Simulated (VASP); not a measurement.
**CuSn9: single point with PBE**

CuSn9:

```
Sn Cu
1.0
     8.39984    0.15768   -0.21068
     0.15768    8.25684    0.22377
    -0.21068    0.22377    8.16788
Sn Cu
18 2
Direct
  0.04821 0.55962 0.14718
  0.81232 0.98200 0.47502
  0.88676 0.51712 0.77160
  0.12362 0.16891 0.38119
  0.51642 0.91745 0.87061
  0.14249 0.29170 0.73655
  0.15008 0.01485 0.00412
  0.76153 0.29738 0.18607
  0.34367 0.31846 0.09058
  0.42391 0.97694 0.32478
  0.50276 0.67087 0.16472
  0.47449 0.50882 0.80976
  0.75590 0.58066 0.41031
  0.74726 0.17527 0.80631
  0.82196 0.88067 0.13024
  0.14264 0.67686 0.47610
  0.18161 0.73567 0.80772
  0.41778 0.41818 0.45794
  0.05050 0.98640 0.65737
  0.50942 0.11285 0.59061
```

```yaml
Program: VASP 6.6.1
Task: single point
Functional: PBE
Potentials_or_basis: VASP PAW PBE potentials, release 64 (Sn_d, Cu)
Cutoff: 520 eV
k_mesh: 1 × 1 × 1, shifted
Occupations: fermi-dirac, width 0.05 eV
Spin: no spin polarisation
```

```json
{"Pressure": "1.1 GPa", "Largest force": "1.277 eV/Å"}
```

Forces in eV/Å, atoms in the order of the input:
```
Sn   0.106  0.078 -0.650
Sn  -1.069 -0.029 -0.698
Sn  -0.426  0.509  0.295
Sn  -0.579  0.173  0.021
Sn  -0.530 -0.043 -0.321
Sn   0.587 -0.122 -0.190
Sn  -0.083 -0.277  0.108
Sn   0.017 -0.676  0.003
Sn   0.555  0.082  0.339
Sn   0.209  0.244  0.350
Sn  -0.634 -0.302 -0.318
Sn  -0.041  0.293 -0.164
Sn   0.586  0.130  0.695
Sn   0.367  0.361  0.058
Sn  -0.039  0.190 -0.069
Sn  -0.116  0.123 -0.499
Sn   0.310 -0.582  0.713
Sn   0.029 -0.663 -0.087
Cu   0.471  0.547  0.433
Cu   0.282 -0.039 -0.016
```

Stress tensor (GPa, compression positive):
```
 0.29  2.68  3.80
 2.68 -0.38  2.24
 3.80  2.24  3.33
```

Levels at points of the mesh, in eV from the Fermi level:
```tsv
k point	band 134	band 135	band 136	band 137	band 138	band 139	band 140	band 141
(0.25, 0.25, 0.25)	-0.81	-0.53	-0.34	-0.22	0.22	0.38	0.52	0.75
```

Run time: 110 s on 1 thread of Intel(R) Xeon(R) 6975P-C (Granite Rapids), on a shared host, peak memory 0.55 GiB.

Caveat: the k points lie up to 0.77 Å⁻¹ apart; the atoms stand as in a frame of molecular dynamics; spin-orbit coupling is left out, which moves the levels of the heavy elements.
